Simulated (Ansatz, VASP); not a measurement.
HfC in VASP and in Ansatz

```
CELL_PARAMETERS angstrom
0.00000 2.36375 2.32500
2.36375 0.00000 2.32500
2.36375 2.36375 0.00000
ATOMIC_POSITIONS crystal
Hf 0.50000 0.50000 0.50000
C 0.00000 0.00000 0.00000
```

Alike in both runs: task single point; functional PBE; k mesh 13 × 13 × 13; no spin polarisation.

```csv
,VASP,Ansatz
version,VASP 6.6.1,Ansatz 0.2.0
potentials or method,"VASP PAW PBE potentials, release 64 (Hf_pv, C), cutoff 520 eV","plane waves, PAW"
occupations,"methfessel-paxton of order 1, width 0.1 eV","cold, width 0.1 eV"
valence electrons in the cell,14,30
```

|  | VASP | Ansatz | Ansatz less VASP |
| --- | --- | --- | --- |
| pressure (GPa) | -7.7 | -7.0 | +0.72 |
| traceless stress, the component that is largest in VASP (GPa) | 3.87 | 3.91 | +0.042 |

VASP's potentials hold 14 valence electrons a cell and Ansatz's 30, so a difference there can come from the potentials and not from the codes.

Neither program's run includes spin-orbit coupling.
